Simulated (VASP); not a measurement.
Write the native input for VASP 6.6.1 that does the following.

```yaml
Task: single point
Functional: PBEsol
Potentials_or_basis: VASP PAW PBE potentials, release 64 (Pd)
Cutoff: 520 eV
k_mesh: 20 × 20 × 20
Occupations: gaussian, width 0.15 eV
Spin: no spin polarisation
Dipole_correction: no
Further_INCAR_settings: ALGO = Normal; EDIFF = 1e-07; NBANDS = 11
```

The structure of Pd lies in POSCAR:

```
Pd
1.0
    0.0000000000      1.7893080000      2.1004920000
    1.7893080000      0.0000000000      2.1004920000
    1.7893080000      1.7893080000      0.0000000000
Pd
1
Direct
    0.0000000000      0.0000000000      0.0000000000
```

This cell differs from its parent crystal: strain -0.080 along x and y, +0.080 along z.

One way to write it, as run:

INCAR

```
SYSTEM = Pd
ALGO = Normal ; EDIFF = 1E-7
ENCUT = 520 ; GGA = PS
ISIF = 2 ; ISMEAR = 0
LASPH = .True. ; LCHARG = .False.
LREAL = .False. ; LWAVE = .False.
NBANDS = 11 ; NELM = 80
PREC = Accurate ; SIGMA = 0.15
```

KPOINTS

```
k-points
0
Gamma
  20 20 20
  0 0 0
```

Potentials or basis: VASP PAW PBE potentials, release 64 (Pd).

Run with:

```sh
$ cat potpaw_PBE.64/Pd/POTCAR > POTCAR
$ mpirun -np 1 vasp_std > vasp.out
```

Results of the run:

```
Pressure               : 22.4 GPa
Band gap on the k mesh : zero (bands 5 and 6 overlap by 2.47 eV)
```

Caveat: the cell differs from its parent crystal (strain -0.080 along x and y, +0.080 along z); the cell stands under pressure; the PAW data sets were made with another functional, which shifts forces and pressure a little.

It took 90 s on 1 thread of Intel Xeon 8259CL, with other jobs on the host, peak memory 0.22 GiB.
